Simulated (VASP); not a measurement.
A run of VASP 6.6.1:

INCAR

```
PREC     = Accurate       # precision mode
ENCUT    = 520            # plane-wave cutoff, eV
EDIFF    = 1E-6           # SCF threshold, eV
ISMEAR   = 0              # smearing method
SIGMA    = 0.01           # smearing width, eV
LREAL    = False          # projectors in reciprocal space
LASPH    = True           # aspherical terms in the spheres
NELM     = 80             # most SCF steps
ALGO     = Normal         # electronic algorithm
ISIF     = 2              # what is computed and relaxed
LWAVE    = False          # write WAVECAR
LCHARG   = True           # write CHGCAR
GGA      = PS             # functional
LELF     = True           # ELF
LVHAR    = True         
NBANDS   = 28             # bands
```

Contents of KPOINTS:

```
regular mesh
0
Gamma
  4 4 4
```

File POSCAR:

```
BaZrO3
1.0
    4.2600627062      0.0000000000      0.0000000000
    0.0000000000      4.2600627062      0.0000000000
    0.0000000000      0.0000000000      4.2600627062
Ba Zr O
1 1 3
Direct
    0.0000000000      0.0000000000      0.0000000000
    0.5000000000      0.5000000000      0.5000000000
    0.0000000000      0.5000000000      0.5000000000
    0.5000000000      0.0000000000      0.5000000000
    0.5000000000      0.5000000000      0.0000000000
```

Potentials or basis: VASP PAW PBE potentials, release 64 (Ba_sv, Zr_sv, O).

Command:

```bash
$ cat potpaw_PBE.64/Ba_sv/POTCAR potpaw_PBE.64/Zr_sv/POTCAR potpaw_PBE.64/O/POTCAR > POTCAR
$ mpirun -np 1 vasp_std > vasp.out
```

Hardware: 1 thread of AMD EPYC 7R43 64-Core Processor (Zen 3), with other jobs on the host.

**Question.** Estimate the wall time of this run.

**Answer.** Wall time 44 s on 1 thread of AMD EPYC 7R43 64-Core Processor (Zen 3), with other jobs on the host, peak memory 0.15 GiB. Counts: scf iterations 14, k points 10.
